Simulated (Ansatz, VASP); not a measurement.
InAs in VASP and in Ansatz

Contents of INCAR:

```
PREC = Accurate ; ENCUT = 600
EDIFF = 1E-6 ; ISMEAR = -1
SIGMA = 0.05 ; LREAL = False
LASPH = True ; NELM = 80
ALGO = Normal ; ISIF = 3
LWAVE = False ; LCHARG = False
GGA = RP ; IVDW = 13
IBRION = 2 ; NSW = 60
EDIFFG = -0.01
```

KPOINTS

```
regular mesh
0
Gamma
  8 8 8
```

Contents of POSCAR:

```
InAs
1.0
    0.0000000000      3.0180000000      3.0180000000
    3.0180000000      0.0000000000      3.0180000000
    3.0180000000      3.0180000000      0.0000000000
In As
1 1
Direct
    0.0000000000      0.0000000000      0.0000000000
    0.7500000000      0.7500000000      0.7500000000
```

File input.yaml:

```yaml
crystal:
  lattice:
    - [0.0, 3.018, 3.018]
    - [3.018, 0.0, 3.018]
    - [3.018, 3.018, 0.0]
  atoms:
    - { symbol: In, position: [0.0, 0.0, 0.0] }
    - { symbol: As, position: [0.75, 0.75, 0.75] }
hamiltonian:
  xc: rpbe
  pseudopotentials: { kind: paw }
  dispersion: d4
kpoints:
  mp_grid: { grid: [8, 8, 8] }
scf:
  occupations: { method: fermi_dirac, width: 0.05 }
output:
  forces: true
  stress: true
relax:
  f_tol: 0.01
  max_steps: 40
  cell: { stress_tol: 0.05 }
```

Alike in both runs: task relaxation of cell and atoms; functional RPBE; dispersion D4; k mesh 8 × 8 × 8; occupations fermi-dirac, width 0.05 eV; no spin polarisation.

|  | VASP | Ansatz |
| --- | --- | --- |
| version | VASP 6.6.1 | Ansatz 0.2.0 |
| potentials or method | VASP PAW PBE potentials, release 64 (In_d, As) | Ansatz PAW |
| plane-wave cutoff (eV) | 600 | 420 |
| valence electrons in the cell | 18 | 28 |

Ansatz gave:

- relaxed volume (Å³/atom): 28.43
- relaxed cell length with the largest relative difference (Å): 4.316

Task: What did VASP give for the same quantities?

Result: Relaxed volume (Å³/atom): 28.45; relaxed cell length with the largest relative difference (Å): 4.317.

VASP's potentials were made for PBE, not for RPBE. VASP's potentials hold 18 valence electrons a cell and Ansatz's 28, so a difference there can come from the potentials and not from the codes.

Noted on Ansatz's run: the plane-wave basis is chosen anew once the cell has moved, so the energies of steps on either side of that aren't comparable.
